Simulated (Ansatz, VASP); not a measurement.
# ZrSeBr: VASP beside Ansatz

```
Zr Se Br
1.0
     4.89030    0.00000    0.00000
    -2.44515    4.23512    0.00000
     0.00000    0.00000    6.23101
Zr Se Br
2 2 2
Cartesian
  0.0000 2.8234 4.6733
  2.4451 1.4117 1.5578
  0.0000 2.8234 1.5578
  2.4451 1.4117 4.6733
  0.0000 0.0000 0.0000
  0.0000 0.0000 3.1155
```

Change from the starting cell: species swapped into the EuAgBi type (P6_3/mmc, No. 194).

Alike in both runs: task relaxation of cell and atoms; functional PBE; k mesh 12 × 12 × 6; occupations gaussian, width 0.1 eV; no spin polarisation.

```csv
,VASP,Ansatz
version,VASP 6.6.1,Ansatz 0.2.0
potentials or method,"VASP PAW PBE potentials, release 64 (Zr_sv, Se, Br), cutoff 600 eV","scalar-relativistic, plane waves, PAW"
valence electrons in the cell,50,70
```

VASP gave:

| Quantity | Value |
| --- | --- |
| gap on the k mesh at the Fermi level, each at its own relaxed structure (eV) | none |
| relaxed volume (Å³/atom) | 21.58 |
| relaxed length of the cell vector where the two differ most in proportion (Å) | 4.896 |

Task: Estimate Ansatz's values.

Result: gap on the k mesh at the Fermi level, each at its own relaxed structure (eV): none; relaxed volume (Å³/atom): 21.57; relaxed length of the cell vector where the two differ most in proportion (Å): 4.893.

A gap of «none» marks a metal or a gap that the smearing closes. VASP's potentials hold 50 valence electrons a cell and Ansatz's 70, so a difference there can come from the potentials and not from the codes.
